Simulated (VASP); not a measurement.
Runs of VASP 6.6.1 on TiAl3. The structure is that of space group I4/mmm (No. 139), or close to it. The cells are those of the table. 

```csv
cell,further INCAR settings,gap on the mesh (eV),pressure (GPa)
"a = 4.730 Å, angles 135.7, 135.7, 64.4°, 4 atoms",ALGO = Fast; EDIFF = 1e-07; NBANDS = 18,none,(a)
"a = 4.780 Å, angles 134.8, 134.8, 65.8°, 4 atoms",ALGO = Fast; EDIFF = 1e-06; NBANDS = 18,none,16.8
"a = 4.878 Å, angles 136.6, 136.6, 63.0°, 4 atoms",ALGO = Fast; EDIFF = 1e-06; NBANDS = 18,none,17.0
"a = 4.689 Å, angles 133.0, 133.0, 68.6°, 4 atoms",ALGO = Fast; EDIFF = 1e-07; NBANDS = 18,none,17.1
"a = 4.637 Å, angles 133.9, 133.9, 67.2°, 4 atoms",ALGO = Fast; EDIFF = 1e-06; NBANDS = 18,none,(b)
```

Alike in all rows: task single point; level LDA; potentials or basis VASP PAW LDA potentials, release 64 (Ti_sv, Al); no spin polarisation; k mesh 16 × 16 × 16; cutoff (eV) 520; smearing gaussian 0.15 eV.

Task: Fill in the values left out.

Result: (a) 29.2; (b) 29.3.

A gap of «none» marks levels without a gap at the run's occupations.
